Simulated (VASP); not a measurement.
C:

```
CELL_PARAMETERS angstrom
1.22805 -2.12706 0.00000
1.22805 2.12706 0.00000
0.00000 0.00000 7.17327
ATOMIC_POSITIONS crystal
C 0.08338 0.91662 0.75314
C 0.58338 0.41662 0.24686
C 0.91662 0.08338 0.24686
C 0.41662 0.58338 0.75314
```

Base run:

```yaml
Program: VASP 6.6.1
Functional: PBEsol
Potentials_or_basis: VASP PAW PBE potentials, release 64 (C)
Cutoff: 520 eV
k_mesh: 10 × 10 × 3
Occupations: methfessel-paxton, width 0.1 eV
Spin: no spin polarisation
```

Its results: band gap on the k mesh 1.25 eV; pressure 1.6 GPa; largest force 0.017 eV/Å.

Q: The run is repeated on the same cell with these changes: k mesh from 10 × 10 × 3 to 5 × 5 × 2; further incar settings from ALGO = Normal; EDIFF = 1e-06; NBANDS = 16 to ALGO = Normal; EDIFF = 1e-07; NBANDS = 16. What comes out?

A: Band gap on the k mesh 2.01 eV; pressure 1.8 GPa; largest force 0.060 eV/Å.

Caveats: some runs use coarse meshes; the PAW data sets were made with another functional, which shifts forces and pressure a little; this functional lacks dispersion, which binds the layers, so the pressure and a relaxed spacing across them are unreliable.

A k mesh can miss the band edges.
